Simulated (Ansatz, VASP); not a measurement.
## Mo in VASP and in Ansatz

The input INCAR:

```
PREC     = Accurate       # precision mode
ENCUT    = 500            # plane-wave cutoff, eV
EDIFF    = 1E-6           # SCF threshold, eV
ISMEAR   = 0              # smearing method
SIGMA    = 0.1            # smearing width, eV
LREAL    = F              # projectors in reciprocal space
LASPH    = T              # aspherical terms in the spheres
NELM     = 120            # most SCF steps
ALGO     = Normal         # electronic algorithm
ISIF     = 2              # what is computed and relaxed
LWAVE    = F              # write WAVECAR
LCHARG   = F              # write CHGCAR
GGA      = PE             # functional
NBANDS   = 13             # bands
GGA_COMPAT= F
```

KPOINTS

```
Automatic mesh
0
Gamma
  8 8 8
```

File POSCAR:

```
Mo
1.0
   -1.5838089719      1.5838089719      1.5838089719
    1.5838089719     -1.5838089719      1.5838089719
    1.5838089719      1.5838089719     -1.5838089719
Mo
1
Direct
    0.0000000000      0.0000000000      0.0000000000
```

Input for Ansatz:

```yaml
crystal:
  lattice:
    - [-1.5838089719, 1.5838089719, 1.5838089719]
    - [1.5838089719, -1.5838089719, 1.5838089719]
    - [1.5838089719, 1.5838089719, -1.5838089719]
  atoms:
    - { symbol: Mo, position: [0.0, 0.0, 0.0] }
basis:
  ecutwfc: 420
kpoints:
  mp_grid: { grid: [8, 8, 8] }
hamiltonian:
  xc: pbe
scf:
  occupations: { method: gaussian, width: 0.1 }
  lower_state_search: "off"
output:
  forces: true
  stress: true
  eigenvalues: true
```

Alike in both runs: task single point; functional PBE; k mesh 8 × 8 × 8; occupations gaussian, width 0.1 eV; no spin polarisation.

```csv
,VASP,Ansatz
version,VASP 6.6.1,Ansatz 0.2.0
potentials or method,"VASP PAW PBE potentials, release 64 (Mo_sv), cutoff 500 eV","scalar-relativistic, plane waves, PAW"
valence electrons in the cell,14,14
```

Ansatz gave:

| Quantity | Value |
| --- | --- |
| gap on the k mesh at the Fermi level (eV) | none |
| pressure (GPa) | -1.0 |

Task: What did VASP give for the same quantities?

Result: gap on the k mesh at the Fermi level (eV): none; pressure (GPa): -0.5.

A gap of «none» marks a metal or a gap that the smearing closes.
